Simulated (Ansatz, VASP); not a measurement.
**Zr: VASP beside Ansatz**

```
Zr
1.0
     5.10556    0.00000    0.00000
    -2.55278    4.42154    0.00000
     0.00000    0.00000    3.18788
Zr
3
Cartesian
  5.1056 0.0000 3.1879
  0.0000 2.9477 1.5939
  2.5528 1.4738 1.5939
```

Alike in both runs: task single point; functional PBEsol; k mesh 8 × 8 × 11; occupations fermi-dirac, width 0.1 eV; no spin polarisation.

```csv
,VASP,Ansatz
version,VASP 6.6.1,Ansatz 0.2.0
potentials or method,"VASP PAW PBE potentials, release 64 (Zr_sv), cutoff 520 eV","plane waves (420 eV) with PAW, scalar-relativistic"
valence electrons in the cell,36,36
```

|  | VASP | Ansatz | Ansatz less VASP |
| --- | --- | --- | --- |
| pressure (GPa) | -6.7 | -6.8 | -0.05 |
| traceless stress, the component that is largest in VASP (GPa) | -0.12 | -0.10 | +0.013 |

VASP's potentials were made for PBE, not for PBEsol, and Ansatz warns of the same on its side.
